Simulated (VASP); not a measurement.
Input of a VASP 6.6.1 run:

Contents of INCAR:

```
PREC = Accurate
ENCUT = 520
EDIFF = 1E-6
ISMEAR = -1
SIGMA = 0.05
LREAL = False
LASPH = True
NELM = 80
ALGO = Normal
ISIF = 2
LWAVE = False
LCHARG = False
GGA = PS
NBANDS = 12
```

The input KPOINTS:

```
Automatic mesh
0
Gamma
  9 9 9
```

POSCAR

```
Sb
1.0
    2.2253850772      1.3300686856      3.7948837502
   -2.0758155868      1.2655506756      3.7303657402
    0.0189105096     -2.4271393611      3.7067505096
Sb
2
Direct
    0.2336400000      0.2336400000      0.2336400000
    0.7663600000      0.7663600000      0.7663600000
```

Potentials or basis: VASP PAW PBE potentials, release 64 (Sb).

Run with:

```bash
$ cat potpaw_PBE.64/Sb/POTCAR > POTCAR
$ mpirun -np 1 vasp_std > vasp.out
```

(1) Estimate the pressure.

(2) What does it give for the band gap on the k mesh?

Answers

(1) 0.7 GPa.

(2) zero (bands 5 and 6 overlap by 0.23 eV).

Caveat: the cell differs from its parent crystal (equal xy, yz and zx shear strains of +3 %); the PAW data sets were made with another functional, which shifts forces and pressure a little; spin-orbit coupling is left out, which moves the levels of the heavy elements.
